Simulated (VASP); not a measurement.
## BN: single point with PBE+D3(BJ)

BN:

```
B N
1.0
     2.51000    0.00000    0.00000
    -1.25500    2.17372    0.00000
     0.00000    0.00000    6.69000
B N
2 2
Direct
  0.00000 0.00000 0.50000
  0.33333 0.66667 0.00000
  0.06665 0.04879 0.00000
  0.73332 0.38213 0.50000
```

This cell differs from its parent crystal: all N atoms moved +0.150 Å, as atom 3 along Cartesian [1 1 0].

```yaml
Program: VASP 6.6.1
Task: single point
Functional: PBE
Dispersion: D3(BJ)
Potentials_or_basis: VASP PAW PBE potentials, release 64 (B, N)
Cutoff: 520 eV
k_mesh: 12 × 12 × 4
Occupations: gaussian, width 0.05 eV
Spin: no spin polarisation
Dipole_correction: no
Further_INCAR_settings: ALGO = Normal; EDIFF = 1e-06; NBANDS = 16
```

| Property | Result |
| --- | --- |
| Pressure | 6.2 GPa |
| Largest force | 5.245 eV/Å |
| Band gap on the k mesh | 3.30 eV, indirect (least direct gap 4.12 eV) |
| Dispersion energy per atom | -0.139 eV |

Forces on the atoms (eV/Å):
```
B    2.897  4.353  0.000
B    2.898  4.362  0.000
N   -2.904 -4.368  0.000
N   -2.891 -4.347  0.000
```

Stress tensor (GPa, compression positive):
```
-2.66 -9.04  0.00
-9.04 21.90  0.00
 0.00  0.00 -0.55
```

Levels at points of the mesh, in eV from the valence-band top:
```csv
k point,band 6,band 7,band 8,band 9,band 10,band 11
"(0.00, 0.00, 0.00)",-3.41,-0.09,0.00,4.75,8.84,9.08
"(0.50, 0.00, 0.00)",-5.42,-2.24,-1.64,5.13,6.30,8.94
"(0.00, 0.50, 0.00)",-3.75,-1.37,-0.81,3.30,4.38,8.96
"(0.50, 0.50, 0.00)",-3.95,-1.61,-1.03,3.74,4.82,8.48
"(0.00, 0.00, 0.50)",-3.41,-0.09,0.00,6.97,7.01,9.03
"(0.50, 0.00, 0.50)",-5.43,-1.95,-1.87,5.41,5.45,9.18
"(0.00, 0.50, 0.50)",-3.76,-1.08,-0.99,3.57,3.63,9.11
"(0.50, 0.50, 0.50)",-3.96,-1.31,-1.22,4.01,4.07,8.62
```

Run time: 66 s on 1 thread of Intel(R) Xeon(R) 6975P-C (Granite Rapids), on a shared host, peak memory 0.24 GiB.

Caveat: the cell differs from its parent crystal (all N atoms moved +0.150 Å, as atom 3 along Cartesian [1 1 0]); forces of over 1 eV/Å act on the atoms, so gaps and moduli don't describe the material at rest. A k mesh can miss the band edges.
